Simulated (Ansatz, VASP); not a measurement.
## One calculation of Rb, two programs

INCAR

```
PREC     = Accurate       # precision mode
ENCUT    = 500            # plane-wave cutoff, eV
EDIFF    = 1E-6           # SCF threshold, eV
ISMEAR   = 0              # smearing method
SIGMA    = 0.1            # smearing width, eV
LREAL    = False          # projectors in reciprocal space
LASPH    = True           # aspherical terms in the spheres
NELM     = 120            # most SCF steps
ALGO     = Normal         # electronic algorithm
ISIF     = 2              # what is computed and relaxed
LWAVE    = False          # write WAVECAR
LCHARG   = False          # write CHGCAR
GGA      = PE             # functional
NBANDS   = 10             # bands
GGA_COMPAT= False
```

The input KPOINTS:

```
regular mesh
0
Gamma
  4 4 4
```

POSCAR

```
Rb
1.0
    0.0000000000      3.6398846700      3.6398846700
    3.6398846700      0.0000000000      3.6398846700
    3.6398846700      3.6398846700      0.0000000000
Rb
1
Direct
    0.0013629178      0.0003767221     -0.0017490046
```

Input for Ansatz:

```yaml
crystal:
  lattice:
    - [0.0, 3.63988467, 3.63988467]
    - [3.63988467, 0.0, 3.63988467]
    - [3.63988467, 3.63988467, 0.0]
  atoms:
    - { symbol: Rb, position: [0.0013629178, 0.0003767221, -0.0017490046] }
basis:
  ecutwfc: 420
kpoints:
  mp_grid: { grid: [4, 4, 4] }
hamiltonian:
  xc: pbe
scf:
  occupations: { method: gaussian, width: 0.1 }
output:
  forces: true
  stress: true
  eigenvalues: true
```

Alike in both runs: task single point; functional PBE; k mesh 4 × 4 × 4; occupations gaussian, width 0.1 eV; no spin polarisation.

|  | VASP | Ansatz |
| --- | --- | --- |
| version | VASP 6.6.1 | Ansatz 0.2.0 |
| potentials or method | VASP PAW PBE potentials, release 64 (Rb_sv), cutoff 500 eV | scalar-relativistic, plane waves, PAW |
| valence electrons in the cell | 9 | 9 |

```tsv
	VASP	Ansatz	Ansatz less VASP
gap on the k mesh at the Fermi level (eV)	none	none	-
pressure (GPa)	-0.1	-0.1	0.00
```

A gap of «none» marks a metal or a gap that the smearing closes.

The k mesh is coarse, so the values compare programs but aren't converged.
